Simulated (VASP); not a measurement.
A run of VASP 6.6.1 is set up as follows.

The input INCAR:

```
SYSTEM = Ga15N15F
PREC = Accurate ; ENCUT = 520
EDIFF = 1E-6 ; ISMEAR = 0
SIGMA = 0.01 ; LREAL = Auto
LASPH = .True. ; NELM = 120
ALGO = Normal ; ISIF = 2
LWAVE = .False. ; LCHARG = .True.
GGA = PE ; LELF = .True.
LVHAR = .True. ; NBANDS = 160
NELECT = 278.0 ; GGA_COMPAT = .False.
ISYM = -1
```

File KPOINTS:

```
explicit points
1
Reciprocal
  0.25000000   0.25000000   0.25000000 1
```

The input POSCAR:

```
Ga15N15F
1.0
    6.4372426888      0.0000000007      0.0000000000
   -3.2186213488      5.5748157007      0.0000000000
    0.0000000000      0.0000000000     10.4870679900
Ga F N
15 1 15
Direct
    0.3410043142      0.1691273330      0.2340932624
    0.1335078328      0.3451118245      0.5046336689
    0.3463522689      0.1725101047      0.7454782177
    0.1668426546      0.3355001201      0.9989632889
    0.3394479289      0.6682542898      0.2508396823
    0.1400203726      0.7974691106      0.5047245179
    0.3403331991      0.6688054128      0.7492189470
    0.1670338388      0.8352696783      0.9985535509
    0.8355087290      0.1655745789      0.2558421344
    0.8300824380      0.1685787470      0.7479199627
    0.6706303639      0.3377945498      0.9956035519
    0.8361690709      0.6679407999      0.2561570193
    0.6766596248      0.8397606167      0.4997802251
    0.8307153159      0.6592756159      0.7475436474
    0.6694066051      0.8367910356      1.0010374206
    0.3270892329      0.1650662165      0.4278876180
    0.1709395329      0.3357236566      0.1889832006
    0.3328848104      0.1684756512      0.9404633538
    0.1689844484      0.3335133010      0.6885998874
    0.3381268716      0.6694009819      0.4394328618
    0.1708379281      0.8329900141      0.1886303353
    0.3353277162      0.6690142216      0.9383596215
    0.1702025887      0.8350797925      0.6897270642
    0.8336395291      0.1604455536      0.4357045446
    0.6743570352      0.3370757217      0.1872538932
    0.8364855454      0.1676321925      0.9403721998
    0.6712489523      0.3345591185      0.6996641909
    0.8424909610      0.6866883688      0.4348989449
    0.6687148602      0.8337605233      0.1879194077
    0.8365949474      0.6726959353      0.9403124810
    0.6710445366      0.8347419772      0.6898717736
```

Potentials or basis: VASP PAW PBE potentials, release 64 (Ga_d, F, N).

The run is started by

```bash
$ cat potpaw_PBE.64/Ga_d/POTCAR potpaw_PBE.64/F/POTCAR potpaw_PBE.64/N/POTCAR > POTCAR
$ mpirun -np 1 vasp_std > vasp.out
```

Problem. Predict the largest force.

Solution. 0.060 eV/Å.

Forces on the atoms (eV/Å):
```
Ga   0.001 -0.002 -0.035
Ga  -0.040 -0.012  0.001
Ga   0.026  0.010 -0.002
Ga   0.008 -0.006  0.003
Ga   0.003  0.000 -0.005
Ga  -0.034 -0.049  0.008
Ga  -0.002  0.003  0.010
Ga  -0.003  0.008  0.002
Ga  -0.005 -0.001  0.022
Ga  -0.026  0.011 -0.014
Ga  -0.008 -0.006 -0.008
Ga  -0.001 -0.003  0.019
Ga   0.012  0.008 -0.004
Ga  -0.002 -0.021 -0.007
Ga   0.005  0.001  0.004
F    0.007  0.023  0.017
N   -0.004  0.004 -0.009
N   -0.006 -0.002 -0.001
N    0.003 -0.002  0.000
N    0.011  0.008  0.000
N    0.001 -0.001 -0.009
N    0.001 -0.001  0.002
N    0.001  0.007 -0.006
N    0.027  0.013  0.003
N    0.009  0.005 -0.003
N    0.005  0.000  0.010
N    0.000 -0.001  0.004
N    0.018  0.006 -0.002
N   -0.006 -0.004 -0.009
N    0.000  0.005  0.008
N    0.002 -0.001  0.003
```

Caveat: the cell carries a net charge on a neutralising background, which shifts energy and pressure.
